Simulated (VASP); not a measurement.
# AgB2 in VASP: a series of runs

AgB2 is run at these levels: PBE; tasks: molecular dynamics, single point.

All numbers are computed with VASP 6.6.1; they aren't measurements. Logs are shortened: lines on timing, memory, paths and dates and some standing lists are left out, and cuts for length are marked.

## 1. The cell of the first run

The structure is hexagonal, space group P6/mmm (No. 191). Conventional cell: a = 3.021 Å, b = 3.021 Å, c = 4.063 Å, α = 90.00°, β = 90.00°, γ = 120.00°. Ag (site symmetry 6/mmm) has 12 B at 2.68 Å and 6 Ag at 3.02 Å within 3.5 Å. B (site symmetry -6m2) has 3 B at 1.74 Å within 2.3 Å.

## 2. Molecular dynamics, PBE

The input, INCAR:

```
  ALGO = Normal
  EDIFF = 1E-5
  ENCUT = 520
  GGA = PE
  IBRION = 0
  ISIF = 2
  ISMEAR = 0
  ISYM = 0
  LASPH = T
  LCHARG = F
  LREAL = F
  LWAVE = F
  MDALGO = 2
  NBANDS = 46
  NELM = 100
  NELMIN = 4
  NSW = 30
  POTIM = 3.0
  PREC = Accurate
  RANDOM_SEED = 98900 0 0
  SIGMA = 0.05
  SMASS = 0
  TEBEG = 1200.0
  TEEND = 1200.0
```

The input, KPOINTS:

```
k-points
0
Gamma
  3 3 4
```

The input, POSCAR:

```
AgB2
1.0
    6.0417356077     -0.0000000001      0.0000000000
   -3.0208678038      5.2322965193      0.0000000000
    0.0000000000      0.0000000000      4.0627521784
Ag B
4 8
Direct
    0.0000000000      0.0000000000      0.0000000000
    0.0000000000      0.5000000000      0.0000000000
    0.5000000000      0.0000000000      0.0000000000
    0.5000000000      0.5000000000      0.0000000000
    0.1666666667      0.3333333333      0.5000000000
    0.3333333333      0.1666666667      0.5000000000
    0.1666666667      0.8333333333      0.5000000000
    0.3333333333      0.6666666667      0.5000000000
    0.6666666667      0.3333333333      0.5000000000
    0.8333333333      0.1666666667      0.5000000000
    0.6666666667      0.8333333333      0.5000000000
    0.8333333333      0.6666666667      0.5000000000
```

Potentials or basis: VASP PAW PBE potentials, release 64 (Ag, B).

On the command line:

```
> cat potpaw_PBE.64/Ag/POTCAR potpaw_PBE.64/B/POTCAR > POTCAR
> mpirun -np 1 vasp_std > vasp.out
```

OUTCAR:

```text
EDIFF = 1E-5
   ENCUT = 520
   GGA = PE
   IBRION = 0
   ISIF = 2
   ISMEAR = 0
   ISYM = 0
   LASPH = T
   LREAL = F
   NELM = 100
   NELMIN = 4
   NSW = 30
   POTIM = 3.0
   PREC = Accurate
   TEBEG = 1200.0

 ion  position               nearest neighbor table
   1  0.000  0.000  0.000-   6 2.68  11 2.68   6 2.68  11 2.68   5 2.68   5 2.68  12 2.68  12 2.68
                             7 2.68  10 2.68   7 2.68  10 2.68   3 3.02   3 3.02   4 3.02   4 3.02
   2  0.000  0.500  0.000-   8 2.68   9 2.68   8 2.68   9 2.68   7 2.68   7 2.68  10 2.68  10 2.68
                            12 2.68   5 2.68   5 2.68  12 2.68   4 3.02   4 3.02   3 3.02   3 3.02
   3  0.500  0.000  0.000-   7 2.68  10 2.68   7 2.68  10 2.68   9 2.68   8 2.68   9 2.68   8 2.68
                            11 2.68   6 2.68   6 2.68  11 2.68   1 3.02   1 3.02   2 3.02   2 3.02
   4  0.500  0.500  0.000-   5 2.68  12 2.68   5 2.68  12 2.68  11 2.68   6 2.68  11 2.68   6 2.68
                             8 2.68   9 2.68   8 2.68   9 2.68   2 3.02   2 3.02   1 3.02   1 3.02
   5  0.167  0.333  0.500-   6 1.74  10 1.74   8 1.74   4 2.68   4 2.68   1 2.68   1 2.68   2 2.68
                             2 2.68
   6  0.333  0.167  0.500-   5 1.74   9 1.74   7 1.74   1 2.68   1 2.68   4 2.68   4 2.68   3 2.68
                             3 2.68
   7  0.167  0.833  0.500-   8 1.74  12 1.74   6 1.74   3 2.68   3 2.68   2 2.68   2 2.68   1 2.68
                             1 2.68
   8  0.333  0.667  0.500-   7 1.74  11 1.74   5 1.74   2 2.68   2 2.68   3 2.68   3 2.68   4 2.68
                             4 2.68
   9  0.667  0.333  0.500-  10 1.74   6 1.74  12 1.74   2 2.68   2 2.68   3 2.68   3 2.68   4 2.68
                             4 2.68
  10  0.833  0.167  0.500-   9 1.74   5 1.74  11 1.74   3 2.68   3 2.68   2 2.68   2 2.68   1 2.68
                             1 2.68
  11  0.667  0.833  0.500-  12 1.74   8 1.74  10 1.74   1 2.68   1 2.68   4 2.68   4 2.68   3 2.68
                             3 2.68
  12  0.833  0.667  0.500-  11 1.74   7 1.74   9 1.74   4 2.68   4 2.68   1 2.68   1 2.68   2 2.68
                             2 2.68

IMPORTANT INFORMATION: All symmetrisations will be switched off!
NOSYMM: (Re-)initialisation of all symmetry stuff for point group C_1.

----------------------------------------------------------------------------------------

                                     Primitive cell

  volume of cell :     128.4323

  direct lattice vectors                    reciprocal lattice vectors
     6.041735608 -0.000000000  0.000000000     0.165515353  0.095560333  0.000000000
    -3.020867804  5.232296519  0.000000000     0.000000000  0.191120667  0.000000000
     0.000000000  0.000000000  4.062752178     0.000000000  0.000000000  0.246138567

  length of vectors
     6.041735608  6.041735608  4.062752178     0.191120667  0.191120667  0.246138567

  position of ions in fractional coordinates (direct lattice)
     0.000000000  0.000000000  0.000000000
     0.000000000  0.500000000  0.000000000
[... 112 lines left out ...]
  volume/ion in A,a.u.               =      10.70        72.23
  Fermi-wavevector in a.u.,A,eV,Ry     =   1.324402  2.502756 23.865155  1.754039
  Thomas-Fermi vector in A             =   2.453939
   LORBIT       =      0    0 simple, 1 ext, 2 COOP (PROOUT), +10 PAW based schemes
   GGA     = PE    functional components
   LHFCALC =     F    Hartree Fock is set to
   AEXX    =    0.0000 exact exchange contribution
   IVDW    =     0    specifies the selected vdW correction
   LEPSILON=     F    determine dielectric tensor
   LRPA    =     F    only Hartree local field effects (RPA)
 molecular dynamics for ions
 non-spin polarized calculation
 Gauss-broadening in eV      SIGMA  =   0.05
  energy-cutoff  :      520.00
  volume of cell :      128.43
 maximum number of plane-waves:      3495
 NGX is ok and might be reduce to    48

--------------------------------------- Ionic step        1  -------------------------------------------

 number of electron      67.9999981 magnetization

 Free energy of the ion-electron system (eV)
  ---------------------------------------------------
  ext. energy  EPLUGINS =         0.00000000
  ---------------------------------------------------
  free energy    TOTEN  =       -58.12324260 eV

  energy without entropy =      -58.11768706  energy(sigma->0) =      -58.12046483

------------------------ aborting loop because EDIFF is reached ----------------------------------------

  FORCE on cell =-STRESS in cart. coord.  units (eV):
  Direction    XX          YY          ZZ          XY          YZ          ZX
  --------------------------------------------------------------------------------------
  -------------------------------------------------------------------------------------
  Total        0.5649969      0.5649596     -0.0681558     -0.0000310     -0.0000006      0.0000086
  in kB        7.0482659      7.0478002     -0.8502350     -0.0003870     -0.0000069      0.0001076
  external PRESSURE =       4.4152771 kB  Pullay stress =       0.0000000 kB
[... 145 lines left out ...]
  ENERGY OF THE ELECTRON-ION-THERMOSTAT SYSTEM (eV)
  ---------------------------------------------------
% ion-electron   TOTEN  =       -57.797729  see above
  kinetic energy EKIN   =         1.393237
  kin. lattice  EKIN_LAT=         0.000000  (temperature  979.86 K)
  nose potential ES     =        -0.002150
  nose kinetic   EPS    =         0.000220
  ---------------------------------------------------
  total energy   ETOTAL =       -56.406422 eV

[... ionic steps 4 to 27 ...]

--------------------------------------- Ionic step       28  -------------------------------------------

 number of electron      67.9999997 magnetization

------------------------ aborting loop because EDIFF is reached ----------------------------------------
[... 107 lines left out ...]
--------------------------------------- Ionic step       30  -------------------------------------------

 number of electron      67.9999998 magnetization

 Free energy of the ion-electron system (eV)
  ---------------------------------------------------
  ext. energy  EPLUGINS =         0.00000000
  ---------------------------------------------------
  free energy    TOTEN  =       -55.08954502 eV

  energy without entropy =      -55.08512216  energy(sigma->0) =      -55.08733359

 E-fermi :   7.2086     XC(G=0): -11.9012

 val. band max:        7.2005847238   @ k =   0.3333   0.3333   0.5000
 cond. band min:       7.2344559025   @ k =   0.3333   0.3333   0.0000
 fundamental gap:      0.0338711787
 Fermi energy:         7.2085803349

 k-point     1 :       0.0000    0.0000    0.0000
  band No.  band energies     occupation
      1      -5.2300      2.00000
      2      -2.3997      2.00000
      3      -1.9105      2.00000
      4      -1.2805      2.00000
      5      -1.0215      2.00000
      6      -0.3748      2.00000
[... 965 lines left out ...]
  ENERGY OF THE ELECTRON-ION-THERMOSTAT SYSTEM (eV)
  ---------------------------------------------------
% ion-electron   TOTEN  =       -55.089545  see above
  kinetic energy EKIN   =         2.165689
  kin. lattice  EKIN_LAT=         0.000000  (temperature 1523.13 K)
  nose potential ES     =        -3.570309
  nose kinetic   EPS    =         0.064275
  ---------------------------------------------------
  total energy   ETOTAL =       -56.429891 eV
```

CONTCAR:

```text
AgB2
   1.00000000000000
     6.0417356076999997   -0.0000000001000000    0.0000000000000000
    -3.0208678037999999    5.2322965193000002    0.0000000000000000
     0.0000000000000000    0.0000000000000000    4.0627521784000002
  Ag              B
     4     8
Direct
     0.0446305003179600   -0.0190963772090179   -0.0213092420306236
     0.0164873589997616    0.5455028121036595    0.0011308589479237
[... 24 lines left out ...]
           1
   3.00000000000000
 -0.10663516E+01 -0.18646981E-01 -0.21557850E-01 -0.10462492E+01
  0.47522449E-01  0.98309489E+00  0.97887482E+00
  0.16123987E-01  0.54393411E+00  0.99926793E+00
  0.51334837E+00  0.99544706E+00  0.37471962E-01
  0.52011284E+00  0.56652459E+00  0.99621730E+00
  0.35485557E-01  0.20130280E+00  0.45871810E+00
  0.21036310E+00  0.73578571E-01  0.50458355E+00
[... 28 lines left out ...]
  0.00000000E+00  0.00000000E+00  0.00000000E+00
  0.00000000E+00  0.00000000E+00  0.00000000E+00
```

Run time: 16 min. Hardware: 1 thread of Intel Xeon 6975P-C (Granite Rapids), shared host; peak memory 0.41 GiB.

Step by step:
| step | potential energy change (eV) | largest force (eV/Å) | pressure (GPa) | volume (Å³) | temperature (K) |
| --- | --- | --- | --- | --- | --- |
| 1 | 0.0000 | 0.0000 | 0.44 | 128.43 | 1200 |
| 2 | 0.0926 | 1.1318 | 0.72 | 128.43 | 1136 |
| 3 | 0.3255 | 2.2550 | 1.45 | 128.43 | 980 |
| 4 | 0.5686 | 2.8096 | 2.14 | 128.43 | 819 |
| 5 | 0.7133 | 2.6563 | 2.51 | 128.43 | 727 |
| 6 | 0.7667 | 2.1138 | 2.57 | 128.43 | 702 |
| 7 | 0.7954 | 1.5943 | 2.54 | 128.43 | 704 |
| 8 | 0.8450 | 1.3352 | 2.68 | 128.43 | 699 |
| 9 | 0.9178 | 1.4262 | 3.07 | 128.43 | 685 |
| 10 | 0.9973 | 1.5658 | 3.64 | 128.43 | 674 |
| 11 | 1.0481 | 1.9203 | 4.24 | 128.43 | 690 |
| 12 | 1.0462 | 2.0050 | 4.74 | 128.43 | 751 |
| 13 | 1.0183 | 1.7316 | 5.13 | 128.43 | 843 |
| 14 | 1.0231 | 1.7617 | 5.49 | 128.43 | 929 |
| 15 | 1.0698 | 2.1899 | 5.82 | 128.43 | 1000 |
| 16 | 1.1295 | 1.9746 | 6.02 | 128.43 | 1073 |
| 17 | 1.1994 | 1.9677 | 6.11 | 128.43 | 1149 |
| 18 | 1.2837 | 2.0947 | 6.19 | 128.43 | 1225 |
| 19 | 1.3757 | 2.2383 | 6.31 | 128.43 | 1303 |
| 20 | 1.4798 | 2.3702 | 6.58 | 128.43 | 1376 |
| 21 | 1.6285 | 2.8604 | 7.22 | 128.43 | 1418 |
| 22 | 1.8636 | 3.4936 | 8.40 | 128.43 | 1394 |
| 23 | 2.2019 | 3.9078 | 10.07 | 128.43 | 1293 |
| 24 | 2.5008 | 4.8541 | 11.83 | 128.43 | 1214 |
| 25 | 2.5051 | 3.7707 | 12.92 | 128.43 | 1322 |
| 26 | 2.3560 | 3.4309 | 13.28 | 128.43 | 1544 |
| 27 | 2.3137 | 3.6166 | 13.58 | 128.43 | 1711 |
| 28 | 2.3953 | 3.4457 | 14.21 | 128.43 | 1777 |
| 29 | 2.6506 | 3.7939 | 15.43 | 128.43 | 1702 |
| 30 | 3.0337 | 4.2631 | 17.01 | 128.43 | 1523 |

Caveat: the k points lie up to 0.40 Å⁻¹ apart.

## 3. Single point, PBE

This run uses another cell than the first one: it holds 3 atoms, not 12.

The input, INCAR:

```
SYSTEM = AgB2
PREC = Accurate
ENCUT = 520
EDIFF = 1E-7
ISMEAR = 0
SIGMA = 0.05
LREAL = .False.
LASPH = .True.
NELM = 100
ALGO = Normal
ISIF = 2
LWAVE = .False.
LCHARG = .False.
GGA = PE
NBANDS = 16
```

The input, KPOINTS:

```
Automatic mesh
0
Gamma
  10 10 6
  0 0 0
```

The input, POSCAR:

```
AgB2
1.0
    3.0208678039      0.0000000000      0.0000000000
   -1.5104339019      2.6161482596      0.0000000000
    0.0000000000      0.0000000000      4.0627521784
Ag B
1 2
Direct
    0.0000000000      0.0000000000      0.0000000000
    0.3333333333      0.6666666667      0.5000000000
    0.6666666667      0.3333333333      0.5000000000
```

Potentials or basis: VASP PAW PBE potentials, release 64 (Ag, B).

On the command line:

```
> cat potpaw_PBE.64/Ag/POTCAR potpaw_PBE.64/B/POTCAR > POTCAR
> mpirun -np 1 vasp_std > vasp.out
```

OUTCAR:

```text
SYSTEM = AgB2
   PREC = Accurate
   ENCUT = 520
   EDIFF = 1E-7
   ISMEAR = 0
   LREAL = .False.
   LASPH = .True.
   NELM = 100
   ISIF = 2
   GGA = PE

 ion  position               nearest neighbor table
   1  0.000  0.000  0.000-   2 2.68   3 2.68   2 2.68   3 2.68   2 2.68   2 2.68   3 2.68   3 2.68
                             3 2.68   3 2.68   2 2.68   2 2.68
   2  0.333  0.667  0.500-   3 1.74   3 1.74   3 1.74   1 2.68   1 2.68   1 2.68   1 2.68   1 2.68
                             1 2.68
   3  0.667  0.333  0.500-   2 1.74   2 1.74   2 1.74   1 2.68   1 2.68   1 2.68   1 2.68   1 2.68
                             1 2.68

  LATTYP: Found a hexagonal cell.
 ALAT       =     3.0208678039
 C/A-ratio  =     1.3448957194

  Lattice vectors:

 A1 = (   3.0208678039,   0.0000000000,   0.0000000000)
 A2 = (  -1.5104339019,   2.6161482596,   0.0000000000)
 A3 = (   0.0000000000,   0.0000000000,   4.0627521784)

Analysis of symmetry for initial positions (statically):
=====================================================================
 Subroutine PRICEL returns:
 Original cell was already a primitive cell.

 Routine SETGRP: Setting up the symmetry group for a
 hexagonal supercell.

 Subroutine GETGRP returns: Found 24 space group operations
[... 172 lines left out ...]
 fundamental gap:      0.0404884905
 Fermi energy:         7.1209569242

 k-point     1 :       0.0000    0.0000    0.0000
  band No.  band energies     occupation
      1      -4.9970      2.00000
      2       1.3699      2.00000
      3       2.2558      2.00000
      4       2.2558      2.00000
      5       3.1903      2.00000
      6       3.1903      2.00000
[... 433 lines left out ...]
      3       1.5587      2.00000
      4       1.8059      2.00000
      5       2.5311      2.00000
      6       3.6140      2.00000
[... 8 lines left out ...]
     15      20.8469      0.00000
     16      22.6590      0.00000

 [... further k-points ...]

------------------------ aborting loop because EDIFF is reached ----------------------------------------

  FORCE on cell =-STRESS in cart. coord.  units (eV):
  Direction    XX          YY          ZZ          XY          YZ          ZX
  --------------------------------------------------------------------------------------
  -------------------------------------------------------------------------------------
  Total       -0.0130527     -0.0130527     -0.0338765     -0.0000000     -0.0000000      0.0000000
  in kB       -0.6513242     -0.6513242     -1.6904199     -0.0000000     -0.0000000      0.0000000
  external PRESSURE =      -0.9976894 kB  Pullay stress =       0.0000000 kB

 VOLUME and BASIS-vectors are now :
 -----------------------------------------------------------------------------
  energy-cutoff  :      520.00
  volume of cell :       32.11
      direct lattice vectors                 reciprocal lattice vectors
     3.020867804  0.000000000  0.000000000     0.331030705  0.191120667  0.000000000
    -1.510433902  2.616148260  0.000000000     0.000000000  0.382241334  0.000000000
     0.000000000  0.000000000  4.062752178     0.000000000  0.000000000  0.246138567

 POSITION                                       TOTAL-FORCE (eV/Angst)
 -----------------------------------------------------------------------------------
      0.00000      0.00000      0.00000        -0.000000      0.000000      0.000000
     -0.00000      1.74410      2.03138         0.000000     -0.000000     -0.000000
      1.51043      0.87205      2.03138        -0.000000      0.000000      0.000000
 -----------------------------------------------------------------------------------
    total drift:                               -0.000000      0.000000      0.000000

  FREE ENERGIE OF THE ION-ELECTRON SYSTEM (eV)
  ---------------------------------------------------
  free  energy   TOTEN  =       -14.5829604151 eV

  energy  without entropy=      -14.5815800641  energy(sigma->0) =      -14.58227024
```

It took 11 s on 1 thread of Intel Xeon 6975P-C (Granite Rapids), shared host; peak memory 0.16 GiB.

Results:

| Quantity | Value |
| --- | --- |
| Free energy | -14.5830 eV |
| Pressure | -0.1 GPa |
| Band gap on the k mesh | zero (an odd number of electrons rules out a gap without spin polarisation) |

Levels at points of the mesh, in eV from the Fermi level:
| k point | band 6 | band 7 | band 8 | band 9 | band 10 | band 11 |
| --- | --- | --- | --- | --- | --- | --- |
| (0.00, 0.00, 0.00) | -3.93 | -3.83 | 1.21 | 1.22 | 1.22 | 7.48 |
| (0.50, 0.00, 0.00) | -3.39 | -2.75 | -1.72 | 2.43 | 2.83 | 3.85 |
| (0.00, 0.00, 0.50) | -4.06 | -4.06 | 0.92 | 0.92 | 7.39 | 8.64 |
| (0.50, 0.00, 0.50) | -3.38 | -2.74 | -2.63 | -0.41 | 1.28 | 6.36 |

## 4. Single point, PBE

The input, INCAR:

```
ALGO = Normal
EDIFF = 1E-6
ENCUT = 520
GGA = PE
ISIF = 2
ISMEAR = 0
LASPH = True
LCHARG = False
LREAL = False
LWAVE = False
NBANDS = 46
NELM = 60
PREC = Accurate
SIGMA = 0.05
```

The input, KPOINTS:

```
k-points
0
Gamma
  3 3 4
```

The input, POSCAR:

```
AgB2
1.0
    6.0417356077     -0.0000000001      0.0000000000
   -3.0208678038      5.2322965193      0.0000000000
    0.0000000000      0.0000000000      4.0627521784
Ag B
4 8
Direct
   -0.0050440301      0.0002218911      0.0042082311
    0.0001583184      0.4943028344     -0.0096131879
    0.5019216903     -0.0055602736     -0.0034973829
    0.5006563289      0.5019591283     -0.0010817790
    0.1518741204      0.3211094772      0.5255395619
    0.3436927332      0.1900578448      0.5003906000
    0.1762958311      0.8430993893      0.4894145428
    0.3361952769      0.6806898246      0.5185982082
    0.6755679828      0.3462191016      0.5076635023
    0.8308381036      0.1754453320      0.4956672008
    0.6620692369      0.8382737836      0.5125651058
    0.8455831619      0.6893277143      0.5014288124
```

On the command line:

```
> cat potpaw_PBE.64/Ag/POTCAR potpaw_PBE.64/B/POTCAR > POTCAR
> mpirun -np 1 vasp_std > vasp.out
```

It took 2.9 min on 1 thread of AMD EPYC 7R13, shared host; peak memory 0.26 GiB.

Results (log left out):

| Item | Value |
| --- | --- |
| Free energy | -57.9331 eV |
| Pressure | 0.9 GPa |
| Largest force | 1.188 eV/Å |
| Band gap on the k mesh | zero (bands 34 and 35 overlap by 2.38 eV) |

Forces in eV/Å, atoms in the order of the input:
```
Ag   0.203 -0.071  0.035
Ag  -0.081  0.121  0.313
Ag  -0.194  0.107  0.166
Ag   0.085 -0.103  0.304
B    0.443  1.029 -0.394
B    0.143 -0.444  0.070
B   -0.517  0.311  0.114
B    0.148 -0.634 -0.197
B   -0.447  0.176 -0.385
B   -0.041 -0.096  0.262
B    0.464  0.047 -0.193
B   -0.205 -0.443 -0.096
```

Stress tensor (GPa, compression positive):
```
 3.29 -0.06  0.12
-0.06 -0.73  0.14
 0.12  0.14  0.28
```

Levels at points of the mesh, in eV from the Fermi level:
```tsv
k point	band 33	band 34	band 35	band 36	band 37	band 38
(0.00, 0.00, 0.00)	1.28	1.76	2.26	2.44	2.64	2.96
(0.00, 0.00, 0.50)	-0.24	-0.12	0.57	1.29	1.32	1.42
```

Caveat: the k points lie up to 0.40 Å⁻¹ apart, too coarse for converged energies and pressures of a metal; the atoms stand as in a frame of molecular dynamics; forces of over 1 eV/Å act on the atoms, so gaps and moduli don't describe the material at rest.

## 5. Summary

```csv
task,cell,k mesh,gap on the mesh (eV),pressure (GPa)
molecular dynamics,"a = 6.042, b = 6.042, c = 4.063 Å, angles 90.0, 90.0, 120.0°, 12 atoms, atomic positions A",3 × 3 × 4,-,-
single point,"a = 3.021, b = 3.021, c = 4.063 Å, angles 90.0, 90.0, 120.0°, 3 atoms, atomic positions B",10 × 10 × 6,none,-0.1
single point,"a = 6.042, b = 6.042, c = 4.063 Å, angles 90.0, 90.0, 120.0°, 12 atoms, atomic positions C",3 × 3 × 4,none,0.9
```

Alike in all rows: level PBE; potentials or basis VASP PAW PBE potentials, release 64 (Ag, B); no spin polarisation; cutoff (eV) 520; smearing gaussian 0.05 eV.

Caveats: some runs use coarse meshes; the atoms stand as in a frame of molecular dynamics (at least some runs); forces of over 1 eV/Å act on the atoms, so gaps and moduli don't describe the material at rest (at least some runs).

Total energies depend on the potentials used, so only differences within one code and one set of settings carry meaning.
